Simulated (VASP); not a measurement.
# La2MgReO6 (I4/m) in VASP: single point with PBE+U

Aim: the single point of La2MgReO6 with PBE+U.

Program: VASP 6.6.1. These are calculated values, not measurements. Logs are shortened: lines on timing, memory, paths and dates and some standing lists are left out, and cuts for length are marked.

**1. The cell of the first run**

Symmetry: I4/m, No. 87, tetragonal system. Conventional cell: a = 5.634 Å, b = 5.634 Å, c = 8.085 Å, α = 90.00°, β = 90.00°, γ = 90.00°. Within 2.6 Å of Re (site symmetry 4/m) lie 6 O at 1.94 to 1.96 Å. Within 2.6 Å of O (site symmetry 4) lie 1 Re at 1.96 Å and 1 Mg at 2.08 Å. Within 2.8 Å of O (site symmetry m) lie 1 Re at 1.94 Å and 1 Mg at 2.08 Å and 2 La at 2.65 Å and 4 O at 2.75 to 2.76 Å. Within 3.5 Å of La (site symmetry -4) lie 12 O at 2.65 to 3.04 Å and 4 Re at 3.47 Å and 4 Mg at 3.47 Å. Mg (site symmetry 4/m) has 6 O at 2.08 Å within 2.8 Å.

**2. Single point, PBE+U**

INCAR reads:

```
SYSTEM = La2MgReO6
PREC     = Accurate       ! precision mode
ENCUT    = 840            ! plane-wave cutoff, eV
EDIFF    = 1E-6           ! SCF threshold, eV
ISMEAR   = 1              ! smearing method
SIGMA    = 0.15           ! smearing width, eV
LREAL    = .FALSE.        ! projectors in reciprocal space
LASPH    = .TRUE.         ! aspherical terms in the spheres
NELM     = 200            ! most SCF steps
ALGO     = Normal         ! electronic algorithm
ISIF     = 2              ! what is computed and relaxed
LWAVE    = .FALSE.        ! write WAVECAR
LCHARG   = .FALSE.        ! write CHGCAR
LMAXMIX  = 6              ! l up to which the mixer works
LDAU     = .TRUE.         ! DFT+U
LDAUTYPE = 2            
LDAUL    = -1 -1 3 -1     ! shell
LDAUU    = 0 0 1 0        ! U, eV
LDAUJ    = 0 0 0 0      
LDAUPRINT= 1            
GGA      = PE             ! functional
NBANDS   = 52             ! bands
GGA_COMPAT= .FALSE.
```

KPOINTS reads:

```
regular mesh
0
G
  5 5 5
  0 0 0
```

POSCAR reads:

```
La2MgReO6
1.0
    0.0000000000      5.6341490000      0.0000000000
    5.6341490000      0.0000000000      0.0000000000
    2.8170750000      2.8170750000     -4.0425790000
Re O La Mg
1 6 2 1
Direct
    0.5000000000      0.5000000000      0.0000000000
    0.2570000000      0.2570000000      0.4860000000
    0.7430000000      0.7430000000      0.5140000000
    0.2238000000      0.2934000000      0.0000000000
    0.2934000000      0.7762000000      0.0000000000
    0.7762000000      0.7066000000      0.0000000000
    0.7066000000      0.2238000000      0.0000000000
    0.7500000000      0.2500000000      0.5000000000
    0.2500000000      0.7500000000      0.5000000000
    0.0000000000      0.0000000000      0.0000000000
```

Potentials or basis: VASP PAW PBE potentials, release 64 (Re_sv_GW, O, La, Mg_sv).

Started as:

```console
> cat potpaw_PBE.64/Re_sv_GW/POTCAR potpaw_PBE.64/O/POTCAR potpaw_PBE.64/La/POTCAR potpaw_PBE.64/Mg_sv/POTCAR > POTCAR
> mpirun -np 1 vasp_std > vasp.out
```

OUTCAR:

```text
SYSTEM = La2MgReO6
   PREC = Accurate
   ENCUT = 840
   EDIFF = 1E-6
   ISMEAR = 1
   LREAL = .FALSE.
   LASPH = .TRUE.
   NELM = 200
   ISIF = 2
   GGA = PE

 ion  position               nearest neighbor table
   1  0.500  0.500  0.000-   4 1.94   5 1.94   6 1.94   7 1.94   2 1.96   3 1.96   9 3.47   8 3.47
                             9 3.47   8 3.47   8 3.47   9 3.47   8 3.47   9 3.47
   2  0.257  0.257  0.486-   1 1.96  10 2.08   9 2.82   8 2.82   8 2.82   9 2.82
   3  0.743  0.743  0.514-   1 1.96  10 2.08   9 2.82   8 2.82   9 2.82   8 2.82
   4  0.224  0.293  0.000-   1 1.94  10 2.08   8 2.65   9 2.65
   5  0.293  0.776  0.000-   1 1.94  10 2.08   8 2.65   9 2.65
   6  0.776  0.707  0.000-   1 1.94  10 2.08   9 2.65   8 2.65
   7  0.707  0.224  0.000-   1 1.94  10 2.08   9 2.65   8 2.65
   8  0.750  0.250  0.500-   5 2.65   4 2.65   6 2.65   7 2.65   2 2.82   3 2.82   3 2.82   2 2.82
                             1 3.47   1 3.47   1 3.47   1 3.47
   9  0.250  0.750  0.500-   7 2.65   6 2.65   4 2.65   5 2.65   2 2.82   3 2.82   3 2.82   2 2.82
                             1 3.47   1 3.47   1 3.47   1 3.47
  10  0.000  0.000  0.000-   3 2.08   2 2.08   5 2.08   6 2.08   7 2.08   4 2.08

  LATTYP: Found a body centered tetragonal cell.
 ALAT       =     5.6341490000
 C/A-ratio  =     1.4350273662

  Lattice vectors:

 A1 = (  -2.8170750000,   2.8170740000,   4.0425790000)
 A2 = (   2.8170740000,  -2.8170750000,   4.0425790000)
 A3 = (   2.8170750000,   2.8170750000,  -4.0425790000)

Analysis of symmetry for initial positions (statically):
=====================================================================
 Subroutine PRICEL returns:
 Original cell was already a primitive cell.

 Routine SETGRP: Setting up the symmetry group for a
 body centered tetragonal supercell.

 Subroutine GETGRP returns: Found  8 space group operations
 (whereof  8 operations were pure point group operations)
 out of a pool of 16 trial point group operations.

The static configuration has the point symmetry C_4h.

Analysis of symmetry for dynamics (positions and initial velocities):
=====================================================================
 Subroutine PRICEL returns:
 Original cell was already a primitive cell.

 Routine SETGRP: Setting up the symmetry group for a
 body centered tetragonal supercell.

 Subroutine GETGRP returns: Found  8 space group operations
 (whereof  8 operations were pure point group operations)
 out of a pool of 16 trial point group operations.

The dynamic configuration has the point symmetry C_4h.

 Subroutine INISYM returns: Found  8 space group operations
 (whereof  8 operations are pure point group operations),
 and found     1 'primitive' translations

----------------------------------------------------------------------------------------

[... 185 lines left out ...]
  o =  0.0249  v =  0.0000  0.0000  0.0000  0.0000  0.0000  0.0000  0.0000 -0.0000 -0.3753  0.0000  0.0000  0.0000  0.9269 -0.0000      0.0000  0.0000  0.0000  0.0000  0.0000  0.0000  0.0000  0.0000  0.0000  0.0000  0.0000  0.0000  0.0000  0.0000
  o =  0.0249  v = -0.0000 -0.3753  0.0000  0.0000  0.0000  0.9269 -0.0000  0.0000  0.0000  0.0000  0.0000  0.0000  0.0000  0.0000      0.0000  0.0000  0.0000  0.0000  0.0000  0.0000  0.0000  0.0000  0.0000  0.0000  0.0000  0.0000  0.0000  0.0000

atom =   9  type =  3  l = 3

 onsite density matrix

spin component  1

  0.0105 -0.0000  0.0042  0.0000 -0.0012 -0.0000 -0.0000
 -0.0000  0.0162 -0.0000 -0.0000 -0.0000 -0.0035  0.0000
  0.0042 -0.0000  0.0160  0.0000  0.0000  0.0000 -0.0012
  0.0000 -0.0000  0.0000  0.0092  0.0000  0.0000 -0.0000
 -0.0012 -0.0000  0.0000  0.0000  0.0160 -0.0000 -0.0042
 -0.0000 -0.0035  0.0000  0.0000 -0.0000  0.0235 -0.0000
 -0.0000  0.0000 -0.0012 -0.0000 -0.0042 -0.0000  0.0105

spin component  2

  0.0105 -0.0000  0.0042  0.0000 -0.0012 -0.0000 -0.0000
 -0.0000  0.0162 -0.0000 -0.0000 -0.0000 -0.0035  0.0000
  0.0042 -0.0000  0.0160  0.0000  0.0000  0.0000 -0.0012
  0.0000 -0.0000  0.0000  0.0092  0.0000  0.0000 -0.0000
 -0.0012 -0.0000  0.0000  0.0000  0.0160 -0.0000 -0.0042
 -0.0000 -0.0035  0.0000  0.0000 -0.0000  0.0235 -0.0000
 -0.0000  0.0000 -0.0012 -0.0000 -0.0042 -0.0000  0.0105

 occupancies and eigenvectors

  o =  0.0081  v = -0.7507 -0.0000  0.3350 -0.0000 -0.3528 -0.0000 -0.4470  0.0000  0.0000  0.0000  0.0000  0.0000  0.0000  0.0000      0.0000  0.0000  0.0000  0.0000  0.0000  0.0000  0.0000  0.0000  0.0000  0.0000  0.0000  0.0000  0.0000  0.0000
  o =  0.0081  v =  0.0000  0.0000  0.0000  0.0000  0.0000  0.0000  0.0000 -0.7507 -0.0000  0.3350 -0.0000 -0.3528 -0.0000 -0.4470      0.0000  0.0000  0.0000  0.0000  0.0000  0.0000  0.0000  0.0000  0.0000  0.0000  0.0000  0.0000  0.0000  0.0000
  o =  0.0081  v = -0.4470 -0.0000  0.3528  0.0000  0.3350  0.0000  0.7507  0.0000  0.0000  0.0000  0.0000  0.0000  0.0000  0.0000      0.0000  0.0000  0.0000  0.0000  0.0000  0.0000  0.0000  0.0000  0.0000  0.0000  0.0000  0.0000  0.0000  0.0000
  o =  0.0081  v =  0.0000  0.0000  0.0000  0.0000  0.0000  0.0000  0.0000 -0.4470 -0.0000  0.3528  0.0000  0.3350  0.0000  0.7507      0.0000  0.0000  0.0000  0.0000  0.0000  0.0000  0.0000  0.0000  0.0000  0.0000  0.0000  0.0000  0.0000  0.0000
  o =  0.0092  v = -0.0000 -0.0000  0.0000 -1.0000  0.0000  0.0000  0.0000  0.0000  0.0000  0.0000  0.0000  0.0000  0.0000  0.0000      0.0000  0.0000  0.0000  0.0000  0.0000  0.0000  0.0000  0.0000  0.0000  0.0000  0.0000  0.0000  0.0000  0.0000
  o =  0.0092  v =  0.0000  0.0000  0.0000  0.0000  0.0000  0.0000  0.0000 -0.0000 -0.0000  0.0000 -1.0000  0.0000  0.0000  0.0000      0.0000  0.0000  0.0000  0.0000  0.0000  0.0000  0.0000  0.0000  0.0000  0.0000  0.0000  0.0000  0.0000  0.0000
  o =  0.0148  v =  0.0000  0.0000  0.0000  0.0000  0.0000  0.0000  0.0000 -0.0000  0.9269  0.0000  0.0000  0.0000  0.3753 -0.0000      0.0000  0.0000  0.0000  0.0000  0.0000  0.0000  0.0000  0.0000  0.0000  0.0000  0.0000  0.0000  0.0000  0.0000
  o =  0.0148  v = -0.0000  0.9269  0.0000  0.0000  0.0000  0.3753 -0.0000  0.0000  0.0000  0.0000  0.0000  0.0000  0.0000  0.0000      0.0000  0.0000  0.0000  0.0000  0.0000  0.0000  0.0000  0.0000  0.0000  0.0000  0.0000  0.0000  0.0000  0.0000
  o =  0.0184  v =  0.0000  0.0000  0.0000  0.0000  0.0000  0.0000  0.0000 -0.4367  0.0000 -0.6506 -0.0000  0.5831  0.0000 -0.2145      0.0000  0.0000  0.0000  0.0000  0.0000  0.0000  0.0000  0.0000  0.0000  0.0000  0.0000  0.0000  0.0000  0.0000
  o =  0.0184  v = -0.4367  0.0000 -0.6506 -0.0000  0.5831  0.0000 -0.2145  0.0000  0.0000  0.0000  0.0000  0.0000  0.0000  0.0000      0.0000  0.0000  0.0000  0.0000  0.0000  0.0000  0.0000  0.0000  0.0000  0.0000  0.0000  0.0000  0.0000  0.0000
  o =  0.0184  v =  0.0000  0.0000  0.0000  0.0000  0.0000  0.0000  0.0000 -0.2145  0.0000 -0.5831 -0.0000 -0.6506  0.0000  0.4367      0.0000  0.0000  0.0000  0.0000  0.0000  0.0000  0.0000  0.0000  0.0000  0.0000  0.0000  0.0000  0.0000  0.0000
  o =  0.0184  v = -0.2145  0.0000 -0.5831 -0.0000 -0.6506  0.0000  0.4367  0.0000  0.0000  0.0000  0.0000  0.0000  0.0000  0.0000      0.0000  0.0000  0.0000  0.0000  0.0000  0.0000  0.0000  0.0000  0.0000  0.0000  0.0000  0.0000  0.0000  0.0000
  o =  0.0249  v = -0.0000 -0.3753  0.0000  0.0000  0.0000  0.9269 -0.0000  0.0000  0.0000  0.0000  0.0000  0.0000  0.0000  0.0000      0.0000  0.0000  0.0000  0.0000  0.0000  0.0000  0.0000  0.0000  0.0000  0.0000  0.0000  0.0000  0.0000  0.0000
  o =  0.0249  v =  0.0000  0.0000  0.0000  0.0000  0.0000  0.0000  0.0000 -0.0000 -0.3753  0.0000  0.0000  0.0000  0.9269 -0.0000      0.0000  0.0000  0.0000  0.0000  0.0000  0.0000  0.0000  0.0000  0.0000  0.0000  0.0000  0.0000  0.0000  0.0000

 number of electron      83.0000001 magnetization

 Free energy of the ion-electron system (eV)
  ---------------------------------------------------
  ext. energy  EPLUGINS =         0.00000000
  ---------------------------------------------------
  free energy    TOTEN  =       -80.68078965 eV

  energy without entropy =      -80.67926102  energy(sigma->0) =      -80.68028011

 E-fermi :   9.4750     XC(G=0): -11.3485

 val. band max:        9.4655489500   @ k =   0.2000   0.2000   0.0000
 cond. band min:       9.4951221779   @ k =  -0.4000   0.0000   0.2000
 fundamental gap:      0.0295732279
 Fermi energy:         9.4749817824

 k-point     1 :       0.0000    0.0000    0.0000
  band No.  band energies     occupation
      1     -72.2137      2.00000
      2     -66.1402      2.00000
      3     -34.1915      2.00000
      4     -34.1915      2.00000
      5     -34.1039      2.00000
      6     -32.9071      2.00000
[... 1144 lines left out ...]
     51      11.0676     -0.00000
     52      11.1276     -0.00000

------------------------ aborting loop because EDIFF is reached ----------------------------------------

  FORCE on cell =-STRESS in cart. coord.  units (eV):
  Direction    XX          YY          ZZ          XY          YZ          ZX
  --------------------------------------------------------------------------------------
  -------------------------------------------------------------------------------------
  Total        0.0080417      0.0080417     -1.4874100     -0.0000003      0.0000002      0.0000002
  in kB        0.1004023      0.1004023    -18.5706068     -0.0000034      0.0000023      0.0000023
  external PRESSURE =      -6.1232674 kB  Pullay stress =       0.0000000 kB

 VOLUME and BASIS-vectors are now :
 -----------------------------------------------------------------------------
  energy-cutoff  :      840.00
  volume of cell :      128.33
      direct lattice vectors                 reciprocal lattice vectors
     0.000000000  5.634149000  0.000000000     0.000000000  0.177489094  0.123683443
     5.634149000  0.000000000  0.000000000     0.177489094  0.000000000  0.123683443
     2.817075000  2.817075000 -4.042579000     0.000000000  0.000000000 -0.247366842

 POSITION                                       TOTAL-FORCE (eV/Angst)
 -----------------------------------------------------------------------------------
      2.81707      2.81707      0.00000         0.000000      0.000000     -0.000000
      2.81707      2.81707     -1.96469         0.000000      0.000000     -1.334300
      5.63415      5.63415     -2.07789        -0.000000     -0.000000      1.334300
      1.65306      1.26092      0.00000        -0.833518     -1.422459     -0.000000
      4.37323      1.65306      0.00000         1.422459     -0.833518     -0.000000
      3.98109      4.37323      0.00000         0.833518      1.422459     -0.000000
      1.26092      3.98109      0.00000        -1.422459      0.833518     -0.000000
      2.81707      5.63415     -2.02129         0.000000      0.000000     -0.000000
      5.63415      2.81707     -2.02129        -0.000000      0.000000     -0.000000
      0.00000      0.00000      0.00000         0.000000      0.000000     -0.000000
 -----------------------------------------------------------------------------------
    total drift:                               -0.000000     -0.000000      0.000000

  FREE ENERGIE OF THE ION-ELECTRON SYSTEM (eV)
  ---------------------------------------------------
  free  energy   TOTEN  =       -80.6807896526 eV

  energy  without entropy=      -80.6792610221  energy(sigma->0) =      -80.68028011
```

Wall time 14 min (1 thread of Intel Xeon Platinum 8259CL at 2.50GHz (Skylake/Cascade Lake), shared host); peak memory 0.62 GiB.

Results:

| Item | Value |
| --- | --- |
| Free energy | -80.6808 eV |
| Pressure | -0.6 GPa |
| Largest force | 1.649 eV/Å |
| Band gap on the k mesh | zero (an odd number of electrons rules out a gap without spin polarisation) |

Forces in eV/Å, atoms in the order of the input:
```
Re   0.000  0.000  0.000
O    0.000  0.000 -1.334
O    0.000  0.000  1.334
O   -0.834 -1.422  0.000
O    1.422 -0.834  0.000
O    0.834  1.422  0.000
O   -1.422  0.834  0.000
La   0.000  0.000  0.000
La   0.000  0.000  0.000
Mg   0.000  0.000  0.000
```

Stress tensor (GPa, compression positive):
```
 0.01  0.00  0.00
 0.00  0.01  0.00
 0.00  0.00 -1.86
```

Eigenvalues of the final occupation matrices:
```tsv
site	spin	trace	eigenvalues
site 8 f	1	0.10	0.01 0.01 0.01 0.01 0.02 0.02 0.02
site 8 f	2	0.10	0.01 0.01 0.01 0.01 0.02 0.02 0.02
site 9 f	1	0.10	0.01 0.01 0.01 0.01 0.02 0.02 0.02
site 9 f	2	0.10	0.01 0.01 0.01 0.01 0.02 0.02 0.02
```

Caveat: spin-orbit coupling is left out, which moves the levels of the heavy elements; an odd number of electrons without spin polarisation forces a metal; a magnetic or distorted state may lie lower; U without spin polarisation on a metal has little footing.

The gap in the log of VASP goes by the Fermi energy; the results here count the filled bands.